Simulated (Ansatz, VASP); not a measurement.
# Two plane-wave programs on InSb3

Contents of POSCAR:

```
InSb3
1.0
    4.7082503466      0.0000000000      0.0000000000
    0.0000000000      4.7082503466      0.0000000000
    0.0000000000      0.0000000000      4.7082503466
Sb In
3 1
Direct
    0.5000000000      0.5000000000      0.0000000000
    0.0000000000      0.5000000000      0.5000000000
    0.5000000000      0.0000000000      0.5000000000
    0.0000000000      0.0000000000      0.0000000000
```

INCAR.step1

```
SYSTEM = InSb3
PREC     = Accurate       ! precision mode
ENCUT    = 520            ! plane-wave cutoff, eV
ISMEAR   = -1             ! smearing method
SIGMA    = 0.05           ! smearing width, eV
LREAL    = .FALSE.        ! projectors in reciprocal space
LASPH    = .TRUE.         ! aspherical terms in the spheres
NELM     = 100            ! most SCF steps
NBANDS   = 22             ! bands
GGA      = PE             ! functional
ALGO     = Normal         ! electronic algorithm
EDIFF    = 1E-4           ! SCF threshold, eV
LWAVE    = .TRUE.         ! write WAVECAR
LCHARG   = .FALSE.        ! write CHGCAR
```

The input INCAR.step2:

```
SYSTEM = InSb3
PREC     = Accurate       ! precision mode
ENCUT    = 520            ! plane-wave cutoff, eV
EDIFF    = 1E-6           ! SCF threshold, eV
ISMEAR   = -1             ! smearing method
SIGMA    = 0.05           ! smearing width, eV
LREAL    = .FALSE.        ! projectors in reciprocal space
LASPH    = .TRUE.         ! aspherical terms in the spheres
NELM     = 100            ! most SCF steps
ALGO     = Normal         ! electronic algorithm
ISIF     = 2              ! what is computed and relaxed
LWAVE    = .FALSE.        ! write WAVECAR
LCHARG   = .TRUE.         ! write CHGCAR
METAGGA  = R2SCAN         ! meta-GGA
LMIXTAU  = .TRUE.       
LELF     = .TRUE.         ! ELF
LVHAR    = .TRUE.       
NBANDS   = 22             ! bands
ISTART   = 1
```

Contents of KPOINTS:

```
Automatic mesh
0
G
  6 6 6
  0 0 0
```

File input.yaml:

```yaml
crystal:
  lattice:
    - [4.7082503466, 0.0, 0.0]
    - [0.0, 4.7082503466, 0.0]
    - [0.0, 0.0, 4.7082503466]
  atoms:
    - { symbol: Sb, position: [0.5, 0.5, 0.0] }
    - { symbol: Sb, position: [0.0, 0.5, 0.5] }
    - { symbol: Sb, position: [0.5, 0.0, 0.5] }
    - { symbol: In, position: [0.0, 0.0, 0.0] }
hamiltonian:
  xc: r2scan
  pseudopotentials: { kind: paw }
kpoints:
  mp_grid: { grid: [6, 6, 6] }
scf:
  occupations: { method: fermi_dirac, width: 0.05 }
output:
  forces: true
  stress: true
  eigenvalues: true
```

Alike in both runs: task single point; functional r2SCAN; k mesh 6 × 6 × 6; occupations fermi-dirac, width 0.05 eV; no spin polarisation.

|  | VASP | Ansatz |
| --- | --- | --- |
| version | VASP 6.6.1 | Ansatz 0.2.0 |
| potentials or method | VASP PAW PBE potentials, release 64 (Sb, In_d) | Ansatz PAW |
| plane-wave cutoff (eV) | 520 | 500 |
| valence electrons in the cell | 28 | 58 |

```tsv
	VASP	Ansatz	Ansatz less VASP
gap on the k mesh at the Fermi level (eV)	none	none	-
pressure (GPa)	3.1	3.1	+0.02
```

VASP's potentials were made for PBE, not for r2SCAN. A gap of «none» marks a metal or a gap that the smearing closes. VASP's potentials hold 28 valence electrons a cell and Ansatz's 58, so a difference there can come from the potentials and not from the codes.

Spin-orbit coupling is off throughout.
